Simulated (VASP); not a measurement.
# AlAs in VASP: relaxation of the atoms with PBE

Aim: the relaxation of the atoms of AlAs with PBE.

Everything below comes from runs of VASP 6.6.1. Logs are shortened: lines on timing, memory, paths and dates and some standing lists are left out, and cuts for length are marked.

## Step 1: The cell of the first run

The cell holds a slab with vacuum, 8 atoms: a = 4.050 Å, b = 4.050 Å, c = 25.023 Å, α = 90.00°, β = 90.00°, γ = 90.00°.

## Step 2: Relaxation of the atoms, PBE

Input file INCAR:

```
ALGO = Normal ; DIPOL = 0.5 0.5 0.500
EDIFF = 1E-7 ; EDIFFG = -0.02
ENCUT = 450 ; GGA = PE
GGA_COMPAT = F ; IBRION = 2
IDIPOL = 3 ; ISIF = 2
ISMEAR = 0 ; LASPH = T
LCHARG = F ; LDIPOL = T
LREAL = F ; LWAVE = F
NELM = 120 ; NELMDL = -8
NELMIN = 4 ; NSW = 80
PREC = Accurate ; SIGMA = 0.05
```

Input file KPOINTS:

```
k-points
0
Gamma
  7 7 1
```

Input file POSCAR:

```
AlAs
1.0
    4.0500342343      0.0000000000      0.0000000000
    0.0000000000      4.0500342343      0.0000000000
    0.0000000000      0.0000000000     25.0233233490
As Al
4 4
Direct
    0.0000000000      0.5000000000      0.2997203807
    0.5000000000      0.0000000000      0.4141658774
    0.0000000000      0.5000000000      0.5286113742
    0.5000000000      0.0000000000      0.6430568709
    0.5000000000      0.5000000000      0.3569431291
    0.0000000000      0.0000000000      0.4713886258
    0.5000000000      0.5000000000      0.5858341226
    0.0000000000      0.0000000000      0.7002796193
```

Potentials or basis: VASP PAW PBE potentials, release 64 (As, Al).

The run is started by

```sh
$ cat potpaw_PBE.64/As/POTCAR potpaw_PBE.64/Al/POTCAR > POTCAR
$ mpirun -np 1 vasp_std > vasp.out
```

OUTCAR:

```text
EDIFF = 1E-7
   EDIFFG = -0.02
   ENCUT = 450
   GGA = PE
   IBRION = 2
   ISIF = 2
   ISMEAR = 0
   LASPH = T
   LREAL = F
   NELM = 120
   NELMDL = -8
   NELMIN = 4
   NSW = 80
   PREC = Accurate

 ion  position               nearest neighbor table
   1  0.000  0.500  0.300-   5 2.48   5 2.48
   2  0.500  0.000  0.414-   5 2.48   5 2.48   6 2.48   6 2.48
   3  0.000  0.500  0.529-   6 2.48   6 2.48   7 2.48   7 2.48
   4  0.500  0.000  0.643-   7 2.48   7 2.48   8 2.48   8 2.48
   5  0.500  0.500  0.357-   2 2.48   2 2.48   1 2.48   1 2.48
   6  0.000  0.000  0.471-   3 2.48   3 2.48   2 2.48   2 2.48
   7  0.500  0.500  0.586-   4 2.48   4 2.48   3 2.48   3 2.48
   8  0.000  0.000  0.700-   4 2.48   4 2.48

  LATTYP: Found a simple tetragonal cell.
 ALAT       =     4.0500342343
 C/A-ratio  =     6.1785461311

  Lattice vectors:

 A1 = (   4.0500342343,   0.0000000000,   0.0000000000)
 A2 = (   0.0000000000,   4.0500342343,   0.0000000000)
 A3 = (   0.0000000000,   0.0000000000,  25.0233233490)

Analysis of symmetry for initial positions (statically):
=====================================================================
 Subroutine PRICEL returns:
 Original cell was already a primitive cell.

 Routine SETGRP: Setting up the symmetry group for a
 simple tetragonal supercell.

 Subroutine GETGRP returns: Found  4 space group operations
 (whereof  4 operations were pure point group operations)
 out of a pool of 16 trial point group operations.

The static configuration has the point symmetry C_2v.

Analysis of symmetry for dynamics (positions and initial velocities):
=====================================================================
 Subroutine PRICEL returns:
 Original cell was already a primitive cell.

 Routine SETGRP: Setting up the symmetry group for a
 simple tetragonal supercell.

 Subroutine GETGRP returns: Found  4 space group operations
 (whereof  4 operations were pure point group operations)
 out of a pool of 16 trial point group operations.

The dynamic configuration has the point symmetry C_2v.

 Subroutine INISYM returns: Found  4 space group operations
 (whereof  4 operations are pure point group operations),
 and found     1 'primitive' translations

----------------------------------------------------------------------------------------

                                     Primitive cell
[... 119 lines left out ...]
   GGA     = PE    functional components
   LHFCALC =     F    Hartree Fock is set to
   AEXX    =    0.0000 exact exchange contribution
   IVDW    =     0    specifies the selected vdW correction
   LEPSILON=     F    determine dielectric tensor
   LRPA    =     F    only Hartree local field effects (RPA)
 conjugate gradient relaxation of ions
 non-spin polarized calculation
 Gauss-broadening in eV      SIGMA  =   0.05
  energy-cutoff  :      450.00
  volume of cell :      410.45
 maximum number of plane-waves:      8930
   NGX = 15   NGY = 15   NGZ = 87

--------------------------------------- Ionic step        1  -------------------------------------------

 number of electron      32.0000007 magnetization

 Free energy of the ion-electron system (eV)
  ---------------------------------------------------
  ext. energy  EPLUGINS =         0.00000000
  ---------------------------------------------------
  free energy    TOTEN  =       -33.61098631 eV

  energy without entropy =      -33.60334575  energy(sigma->0) =      -33.60716603

------------------------ aborting loop because EDIFF is reached ----------------------------------------

  FORCE on cell =-STRESS in cart. coord.  units (eV):
  Direction    XX          YY          ZZ          XY          YZ          ZX
  --------------------------------------------------------------------------------------
  -------------------------------------------------------------------------------------
  Total       -0.3308799     -1.6241400      0.8264325      0.0000000      0.0000000      0.0000000
  in kB       -1.2915718     -6.3397433      3.2259349      0.0000000      0.0000000      0.0000000
  external PRESSURE =      -1.4684600 kB  Pullay stress =       0.0000000 kB
[... 107 lines left out ...]
  FREE ENERGIE OF THE ION-ELECTRON SYSTEM (eV)
  ---------------------------------------------------
  free  energy   TOTEN  =       -33.6320814404 eV

  energy  without entropy=      -33.6235753529  energy(sigma->0) =      -33.62782840

[... ionic steps 4 to 11 ...]

--------------------------------------- Ionic step       12  -------------------------------------------

 number of electron      32.0000007 magnetization

------------------------ aborting loop because EDIFF is reached ----------------------------------------
[... 79 lines left out ...]
--------------------------------------- Ionic step       14  -------------------------------------------

 number of electron      32.0000008 magnetization

 dipolmoment           0.000000      0.000000     -0.123968 electrons x Angstroem

 Free energy of the ion-electron system (eV)
  ---------------------------------------------------
  ext. energy  EPLUGINS =         0.00000000
  ---------------------------------------------------
  free energy    TOTEN  =       -33.63695949 eV

  energy without entropy =      -33.62852406  energy(sigma->0) =      -33.63274178

 E-fermi :  -1.1207     XC(G=0):  -4.8303

 val. band max:       -1.1433926527   @ k =   0.4286   0.4286   0.0000
 cond. band min:      -1.1074793171   @ k =   0.4286   0.2857   0.0000
 fundamental gap:      0.0359133356
 Fermi energy:        -1.1206952598

 k-point     1 :       0.0000    0.0000    0.0000
  band No.  band energies     occupation
      1     -12.9583      2.00000
      2     -12.3624      2.00000
      3     -11.7212      2.00000
      4     -10.7188      2.00000
      5      -6.4877      2.00000
      6      -5.2454      2.00000
[... 373 lines left out ...]
     20       1.4534      0.00000
     21       1.7069      0.00000

------------------------ aborting loop because EDIFF is reached ----------------------------------------

 vacuum level on the upper side and lower side of the slab       (xc-potential included)        -0.764         0.586

  FORCE on cell =-STRESS in cart. coord.  units (eV):
  Direction    XX          YY          ZZ          XY          YZ          ZX
  --------------------------------------------------------------------------------------
  -------------------------------------------------------------------------------------
  Total       -0.1051460     -2.4950187      0.0851039      0.0000000      0.0000000      0.0000000
  in kB       -0.4104319     -9.7391715      0.3321987      0.0000000      0.0000000      0.0000000
  external PRESSURE =      -3.2724682 kB  Pullay stress =       0.0000000 kB
[... 23 lines left out ...]
  FREE ENERGIE OF THE ION-ELECTRON SYSTEM (eV)
  ---------------------------------------------------
  free  energy   TOTEN  =       -33.6369594913 eV

  energy  without entropy=      -33.6285240626  energy(sigma->0) =      -33.63274178

 reached required accuracy - stopping structural energy minimisation

 vacuum level on the upper side and lower side of the slab         3.479         4.862
```

Run time: 33 min. Hardware: 1 thread of Oxide Virtual Turin-like, shared host; peak memory 0.42 GiB.

What came out:

* Free energy: -33.6370 eV
* Energy gained by relaxing: 3.2 meV/atom
* Ionic steps: 14
* Largest force after relaxing: 0.016 eV/Å
* Band gap on the k mesh: zero (bands 16 and 17 overlap by 0.16 eV)

Forces on the atoms (eV/Å):
```
As   0.000  0.000 -0.016
As   0.000  0.000  0.005
As   0.000  0.000 -0.004
As   0.000  0.000  0.012
Al   0.000  0.000  0.006
Al   0.000  0.000 -0.007
Al   0.000  0.000  0.005
Al   0.000  0.000 -0.002
```

Step by step:
```tsv
step	energy change (eV)	largest force (eV/Å)	pressure (GPa)
1	0.0000	0.3725	-0.15
2	-0.0195	0.1776	-0.16
3	-0.0211	0.1368	-0.16
4	-0.0226	0.1030	-0.17
5	-0.0239	0.0874	-0.22
6	-0.0239	0.0735	-0.21
7	-0.0246	0.0378	-0.23
8	-0.0249	0.0569	-0.27
9	-0.0253	0.0492	-0.28
10	-0.0255	0.0349	-0.31
11	-0.0255	0.0389	-0.30
12	-0.0257	0.0276	-0.31
13	-0.0258	0.0384	-0.31
14	-0.0260	0.0159	-0.33
```

Final structure:
```xyz
8
Lattice="4.0500 0.0000 0.0000 0.0000 4.0500 0.0000 0.0000 0.0000 25.0233" Properties=species:S:1:pos:R:3 pbc="T T T"
As    0.0000    2.0250    7.4851
As    2.0250    0.0000   10.3703
As    0.0000    2.0250   13.2344
As    2.0250    0.0000   16.1128
Al    2.0250    2.0250    8.8909
Al    0.0000    0.0000   11.7649
Al    2.0250    2.0250   14.6406
Al    0.0000    0.0000   17.5944
```

Levels at points of the mesh, in eV from the Fermi level:
```
           k point  band 13  band 14  band 15  band 16  band 17  band 18  band 19  band 20
(0.00, 0.00, 0.00)    -0.79    -0.73    -0.17     0.14     1.10     1.45     1.96     2.29
```

The gap in the log of VASP goes by the Fermi energy; the results here count the filled bands.